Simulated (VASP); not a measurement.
Write the native input for VASP 6.6.1 that does the following.

* Task: single point
* Functional: LDA
* Potentials or basis: VASP PAW LDA potentials, release 64 (Ca_sv, Mg)
* Cutoff: 520 eV
* k mesh: 12 × 12 × 12
* Occupations: gaussian, width 0.15 eV
* Spin: no spin polarisation
* Dipole correction: no
* Further INCAR settings: ALGO = Fast; EDIFF = 1e-06; NBANDS = 13

The structure of CaMg lies in POSCAR:

```
CaMg
1.0
    3.8582716525      0.0000000000      0.0000000000
    0.0000000000      3.8582716525      0.0000000000
    0.0000000000      0.0000000000      3.8582716525
Ca Mg
1 1
Direct
    0.0042752911      0.0000000000      0.0000000000
    0.4929502113      0.5000000000      0.5000000000
```

This cell differs from its parent crystal: atoms displaced along a vibrational mode.

The input as run:

INCAR

```
PREC     = Accurate       # precision mode
ENCUT    = 520            # plane-wave cutoff, eV
EDIFF    = 1E-6           # SCF threshold, eV
ISMEAR   = 0              # smearing method
SIGMA    = 0.15           # smearing width, eV
LREAL    = False          # projectors in reciprocal space
LASPH    = True           # aspherical terms in the spheres
NELM     = 100            # most SCF steps
ALGO     = Fast           # electronic algorithm
ISIF     = 2              # what is computed and relaxed
LWAVE    = False          # write WAVECAR
LCHARG   = False          # write CHGCAR
NBANDS   = 13             # bands
```

KPOINTS

```
regular mesh
0
Gamma
  12 12 12
```

Potentials or basis: VASP PAW LDA potentials, release 64 (Ca_sv, Mg).

Launch:

```sh
$ cat potpaw_LDA.64/Ca_sv/POTCAR potpaw_LDA.64/Mg/POTCAR > POTCAR
$ mpirun -np 1 vasp_std > vasp.out
```

Results of the run:

```
Pressure               : -0.1 GPa
Largest force          : 0.111 eV/Å
Band gap on the k mesh : zero (bands 6 and 7 overlap by 1.32 eV)
```

Caveat: the cell differs from its parent crystal (atoms displaced along a vibrational mode).

It took 2.1 min on 1 thread of Intel(R) Xeon(R) 6975P-C (Granite Rapids), with other jobs on the host, peak memory 0.28 GiB.
